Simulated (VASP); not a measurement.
Runs of VASP 6.6.1 on CuI. The structure is that of space group F-43m (No. 216), or close to it. The cells are those of the table. 

```csv
task,level,spin,cell,k mesh,cutoff (eV),smearing,gap on the mesh (eV),pressure (GPa),relaxed volume (Å³/atom)
single point,PBE,off,"a = 4.300 Å, angles 60.0°, 2 atoms",6 × 6 × 6,520,fermi-dirac 0.02 eV,1.12,0.0,-
single point,PBE,off,"a = 4.260 Å, angles 60.0°, 2 atoms",8 × 8 × 8,520,fermi-dirac 0.02 eV,(b),1.2,-
single point,r2SCAN,off,"a = 4.260 Å, angles 60.0°, 2 atoms",6 × 6 × 6,520,fermi-dirac 0.02 eV,1.67,0.0,-
single point,PBE,"non-collinear, zero start, SOC","a = 4.260 Å, angles 60.0°, 2 atoms",8 × 8 × 8,520,fermi-dirac 0.02 eV,-,1.6,-
single point,r2SCAN,off,"a = 4.260 Å, angles 60.0°, 2 atoms",8 × 8 × 8,520,gaussian 0.01 eV,1.67,(a),-
relaxation of cell and atoms,r2SCAN,off,"relaxed from a = 4.300 Å, angles 60.0°, 2 atoms",6 × 6 × 6,600,fermi-dirac 0.02 eV,1.68,0.0,27.25
relaxation of cell and atoms,PBE,off,"relaxed from a = 4.314 Å, angles 60.0°, 2 atoms",6 × 6 × 6,600,fermi-dirac 0.02 eV,1.12,0.0,28.12
```

Alike in all rows: potentials or basis VASP PAW PBE potentials, release 64 (Cu, I).

Fill in the values left out.

(a) -0.1; (b) 1.20.

Caveats: spin-orbit coupling is left out, which moves the levels of the heavy elements (at least some runs); the PAW data sets were made with another functional, which shifts forces and pressure a little (at least some runs).

A k mesh can miss the band edges, and rows without SOC leave out spin-orbit coupling on I.
